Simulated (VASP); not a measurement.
Runs of VASP 6.6.1 on Rh. The structure is that of space group Fm-3m (No. 225), or close to it. The cells are those of the table. 

| task | cell | gap on the mesh (eV) | pressure (GPa) |
| --- | --- | --- | --- |
| relaxation of cell and atoms | relaxed to 10 GPa from a = 2.684 Å, angles 60.0°, 1 atom | none | 10.0 |
| relaxation of cell and atoms | relaxed from a = 2.684 Å, angles 60.0°, 1 atom | none | 0.0 |
| single point | a = 2.693 Å, angles 60.0°, 1 atom | none | 5.2 |
| single point | a = 2.710 Å, angles 60.0°, 1 atom | none | (a) |
| single point | a = 2.703 Å, angles 60.0°, 1 atom | none | 2.2 |
| single point | a = 2.717 Å, angles 60.0°, 1 atom | none | -1.8 |
| relaxation of cell and atoms | relaxed to 5 GPa from a = 2.684 Å, angles 60.0°, 1 atom | none | 5.0 |
| relaxation of cell and atoms | relaxed to -2 GPa from a = 2.684 Å, angles 60.0°, 1 atom | none | -2.0 |

Alike in all rows: level PBE; potentials or basis VASP PAW PBE potentials, release 64 (Rh_pv); no spin polarisation; k mesh 9 × 9 × 9; cutoff (eV) 500; smearing fermi-dirac 0.1 eV.

**Question.** Fill in the values left out.

**Answer.** (a) 0.2.

Caveats: the cell is relaxed towards a set pressure, so the enthalpy falls and the energy may rise (some runs).

A k mesh can miss the band edges, and the runs leave out spin-orbit coupling on Rh.

A gap of «none» marks levels without a gap at the run's occupations.
